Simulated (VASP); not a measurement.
Runs of VASP 6.6.1 on TiO2 (Rutile). The structure is that of space group P4_2/mnm (No. 136), or close to it. The cells are those of the table. 

```csv
cell,gap on the mesh (eV),pressure (GPa),largest force (eV/Å)
"a = 4.607, b = 4.607, c = 2.967 Å, 6 atoms",1.85,3.6,0.08
"a = 4.697, b = 4.697, c = 3.025 Å, 6 atoms",1.71,-8.7,(b)
"a = 4.561, b = 4.561, c = 2.938 Å, 6 atoms",(c),11.4,(d)
"a = 4.514, b = 4.514, c = 2.907 Å, 6 atoms",2.00,20.5,(a)
"a = 4.653, b = 4.653, c = 2.996 Å, 6 atoms",1.77,-3.0,0.06
```

Alike in all rows: task single point; level PBE; potentials or basis VASP PAW PBE potentials, release 64 (Ti_sv, O); no spin polarisation; k mesh 4 × 4 × 6; cutoff (eV) 520; smearing gaussian 0.01 eV.

Q: Estimate the missing entries.

A: (a) 0.40; (b) 0.19; (c) 1.92; (d) 0.23.

A k mesh can miss the band edges.
